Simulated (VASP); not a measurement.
Li2S:

```
Li S
1.0
     0.00000    2.68169    2.68169
     2.68169    0.00000    2.68169
     2.68169    2.68169    0.00000
Li S
2 1
Direct
  0.25000 0.25000 0.25000
  0.75000 0.75000 0.75000
  0.00000 0.00000 0.00000
```

This cell differs from its parent crystal: strain -5.8%.

Base run:

| Property | Result |
| --- | --- |
| Program | VASP 6.6.1 |
| Functional | r2SCAN |
| Potentials or basis | VASP PAW PBE potentials, release 64 (Li_sv, S) |
| Cutoff | 830 eV |
| k mesh | 8 × 8 × 8 |
| Occupations | gaussian, width 0.01 eV |
| Spin | no spin polarisation |

Its results: band gap on the k mesh 3.70 eV (least direct gap 5.54 eV); pressure 10.0 GPa.

Q: The run is repeated on the same cell with these changes: functional from r2SCAN to PBE; cutoff from 830 eV to 750 eV; occupations from gaussian, width 0.01 eV to fermi-dirac, width 0.02 eV. What comes out?

A: Band gap on the k mesh 3.21 eV (least direct gap 5.04 eV); pressure 10.7 GPa.

Caveats: the cell stands under pressure; the PAW data sets were made with another functional, which shifts forces and pressure a little (at least some runs).

A k mesh can miss the band edges.
